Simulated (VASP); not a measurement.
# Sn: relaxation of shape and atoms at fixed volume with PBE+D3(BJ)

Sn:

```
CELL_PARAMETERS angstrom
-1.73743 1.73778 1.94468
1.73743 -1.73778 1.94468
1.73743 1.73778 -1.94468
ATOMIC_POSITIONS crystal
Sn 0.00000 0.00000 0.00000
```

```
Program                : VASP 6.6.1
Task                   : relaxation of shape and atoms at fixed volume
Functional             : PBE
Dispersion             : D3(BJ)
Potentials or basis    : VASP PAW PBE potentials, release 64 (Sn_d)
Cutoff                 : 600 eV
k mesh                 : 16 × 16 × 16
Occupations            : gaussian, width 0.1 eV
Spin                   : no spin polarisation
Dipole correction      : no
Further INCAR settings : ALGO = Fast; EDIFF = 1e-06; IBRION = 2; EDIFFG = -0.01; NSW = 50; ISIF = 4
```

```
Energy gained by relaxing  : 0.1 meV/atom
Ionic steps                : 3
Pressure after relaxing    : 8.5 GPa
Band gap on the k mesh     : zero (bands 7 and 8 overlap by 11.83 eV)
Dispersion energy per atom : -0.446 eV
```

Stress tensor (GPa, compression positive):
```
8.53 0.00 0.00
0.00 8.53 0.00
0.00 0.00 8.44
```

The path:
```
step  energy change (eV)  largest force (eV/Å)  pressure (GPa)  volume (Å³)
   1              0.0000                0.0000            8.61        23.49
   2              0.0000                0.0000            8.57        23.49
   3             -0.0001                0.0000            8.50        23.49
```

Final structure:
```
Sn
1.0
    -1.74161    1.74202    1.93529
     1.74161   -1.74202    1.93529
     1.74161    1.74202   -1.93529
Sn
1
Cartesian
  0.0000 0.0000 0.0000
```

Levels at points of the mesh, in eV from the Fermi level:
```tsv
k point	band 3	band 4	band 5	band 6	band 7	band 8	band 9	band 10	band 11
(0.00, 0.00, 0.00)	-21.66	-21.53	-21.47	-12.26	9.00	9.42	9.42	11.52	13.23
(0.50, 0.00, 0.00)	-21.54	-21.48	-21.37	-6.82	-5.34	4.71	6.59	9.46	9.52
(0.00, 0.50, 0.00)	-21.54	-21.48	-21.37	-6.82	-5.34	4.71	6.59	9.45	9.52
(0.50, 0.50, 0.00)	-21.48	-21.46	-21.35	-6.04	-4.99	3.24	4.64	7.65	7.76
(0.50, 0.50, 0.50)	-21.41	-21.38	-21.38	-2.05	-2.00	0.12	0.12	3.76	4.37
```

It took 3.9 min on 1 thread of Intel(R) Xeon(R) Platinum 8488C (Sapphire Rapids), on a shared host, peak memory 0.33 GiB.

Caveat: spin-orbit coupling is left out, which moves the levels of the heavy elements.
